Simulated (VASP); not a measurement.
Input of a VASP 6.6.1 run:

Contents of INCAR:

```
PREC = Accurate
ENCUT = 520
EDIFF = 1E-7
ISMEAR = 0
SIGMA = 0.15
LREAL = False
LASPH = True
NELM = 80
ALGO = Fast
ISIF = 2
LWAVE = False
LCHARG = False
GGA = CA
NBANDS = 11
```

File KPOINTS:

```
Automatic mesh
0
Gamma
  22 22 22
```

File POSCAR:

```
Pt
1.0
    0.0000000000      1.9672630489      1.8494239922
    1.9672630489      0.0000000000      1.8494239922
    1.9672630489      1.9672630489      0.0000000000
Pt
1
Direct
    0.0000000000      0.0000000000      0.0000000000
```

Potentials or basis: VASP PAW LDA potentials, release 64 (Pt).

The run is started by

```console
$ cat potpaw_LDA.64/Pt/POTCAR > POTCAR
$ mpirun -np 1 vasp_std > vasp.out
```

Question: Estimate the band gap on the k mesh.

Answer: Zero (bands 5 and 6 overlap by 2.72 eV).

Question: Estimate the pressure.

Answer: 11.5 GPa.

Stress tensor (GPa, compression positive):
```
 9.55  0.00  0.00
 0.00  9.55  0.00
 0.00  0.00 15.48
```

Caveat: the cell stands under pressure; spin-orbit coupling is left out, which moves the levels of the heavy elements.
